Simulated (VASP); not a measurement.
Set up this calculation in VASP 6.6.1, as the native input.

| Item | Value |
| --- | --- |
| Task | single point |
| Functional | PBE |
| Potentials or basis | VASP PAW PBE potentials, release 64 (Zn, H) |
| Cutoff | 520 eV |
| k mesh | 20 × 20 × 20 |
| Occupations | gaussian, width 0.1 eV |
| Spin | no spin polarisation |
| Dipole correction | no |
| k mesh for the DOS | 30 × 30 × 30 |
| Occupations for the DOS | tetrahedron |
| Further INCAR settings | ALGO = Normal; EDIFF = 1e-06; NBANDS = 14 |

ZnH:

```
Zn H
1.0
     2.70427    0.00000    0.00000
     0.00000    2.70427    0.00000
     0.00000    0.00000    2.70427
Zn H
1 1
Cartesian
  1.3521 1.3521 1.3521
  0.0000 0.0000 0.0000
```

The input as run:

POSCAR

```
ZnH
1.0
    2.7042713137      0.0000000000      0.0000000000
    0.0000000000      2.7042713137      0.0000000000
    0.0000000000      0.0000000000      2.7042713137
Zn H
1 1
Direct
    0.5000000000      0.5000000000      0.5000000000
    0.0000000000      0.0000000000      0.0000000000
```

INCAR.step1

```
SYSTEM = ZnH
ALGO = Normal ; EDIFF = 1E-6
ENCUT = 520 ; GGA = PE
ISIF = 2 ; ISMEAR = 0
LASPH = .TRUE. ; LCHARG = .TRUE.
LREAL = .FALSE. ; LWAVE = .FALSE.
NBANDS = 14 ; NELM = 100
PREC = Accurate ; SIGMA = 0.1
```

KPOINTS.step1

```
k-points
0
G
  20 20 20
  0 0 0
```

INCAR.step2

```
SYSTEM = ZnH
ALGO = Normal ; EDIFF = 1E-6
ENCUT = 520 ; GGA = PE
ICHARG = 11 ; ISIF = 2
ISMEAR = -5 ; LASPH = .TRUE.
LCHARG = .FALSE. ; LORBIT = 10
LREAL = .FALSE. ; LWAVE = .FALSE.
NBANDS = 14 ; NEDOS = 2001
NELM = 100 ; PREC = Accurate
SIGMA = 0.1
```

KPOINTS.step2

```
k-points
0
G
  30 30 30
  0 0 0
```

Potentials or basis: VASP PAW PBE potentials, release 64 (Zn, H).

Command:

```console
$ cat potpaw_PBE.64/Zn/POTCAR potpaw_PBE.64/H/POTCAR > POTCAR
$ cp INCAR.step1 INCAR
$ cp KPOINTS.step1 KPOINTS
$ mpirun -np 1 vasp_std > vasp.out
$ cp INCAR.step2 INCAR
$ cp KPOINTS.step2 KPOINTS
$ mpirun -np 1 vasp_std > vasp.out
```

Results of the run:

The valence electrons inside the program's atomic spheres are Zn 10.70; H 0.44.

It took 51 s on 1 thread of Intel(R) Xeon(R) 6975P-C (Granite Rapids) (shared host), peak memory 0.34 GiB.
